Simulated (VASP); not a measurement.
Set up this calculation in VASP 6.6.1, as the native input.

| Property | Result |
| --- | --- |
| Task | relaxation of cell and atoms |
| Functional | PBE |
| Potentials or basis | VASP PAW PBE potentials, release 64 (Zn) |
| Cutoff | 500 eV |
| k mesh | 10 × 10 × 10 |
| Occupations | fermi-dirac, width 0.05 eV |
| Spin | no spin polarisation |
| Target pressure | 5 GPa |
| Dipole correction | no |
| Further INCAR settings | ALGO = Normal; EDIFF = 1e-07; IBRION = 2; EDIFFG = -0.01; NSW = 50; ISIF = 3 |

The structure of Zn lies in POSCAR:

```
Zn
1.0
    0.0000000000      1.9700000000      1.9700000000
    1.9700000000      0.0000000000      1.9700000000
    1.9700000000      1.9700000000      0.0000000000
Zn
1
Direct
    0.0000000000      0.0000000000      0.0000000000
```

This isn't the form of Zn at room conditions, which is hcp.

One way to write it, as run:

INCAR

```
PREC     = Accurate       # precision mode
ENCUT    = 500            # plane-wave cutoff, eV
EDIFF    = 1E-7           # SCF threshold, eV
ISMEAR   = -1             # smearing method
SIGMA    = 0.05           # smearing width, eV
LREAL    = F              # projectors in reciprocal space
LASPH    = T              # aspherical terms in the spheres
NELM     = 120            # most SCF steps
ALGO     = Normal         # electronic algorithm
ISIF     = 3              # what is computed and relaxed
LWAVE    = F              # write WAVECAR
LCHARG   = F              # write CHGCAR
GGA      = PE             # functional
IBRION   = 2              # ionic algorithm
NSW      = 50             # ionic steps
EDIFFG   = -0.01          # ionic threshold
PSTRESS  = 50.0         
GGA_COMPAT= F            
NELMIN   = 4
```

KPOINTS

```
regular mesh
0
Gamma
  10 10 10
```

Potentials or basis: VASP PAW PBE potentials, release 64 (Zn).

Launch:

```sh
$ cat potpaw_PBE.64/Zn/POTCAR > POTCAR
$ mpirun -np 1 vasp_std > vasp.out
```

It gave:

```yaml
Relaxed_volume: 14.25 Å³/atom
Relaxed_cell: a = 2.721 Å, b = 2.721 Å, c = 2.721 Å, α = 60.00°, β = 60.00°, γ = 60.00°
Space_group_after_relaxing_to_0.1_Å: Fm-3m (No. 225)
Energy_change_on_relaxing_the_run_minimises_the_enthalpy: +13.2 meV/atom
Ionic_steps: 3
Pressure_after_relaxing: 5.0 GPa
Band_gap_on_the_k_mesh: zero (bands 6 and 7 overlap by 2.44 eV)
```

Caveat: the cell is relaxed towards a set pressure, so the run minimises the enthalpy, not the energy.

Run time: 7.4 s on 1 thread of Intel(R) Xeon(R) 6975P-C (Granite Rapids) (shared host), peak memory 0.12 GiB.
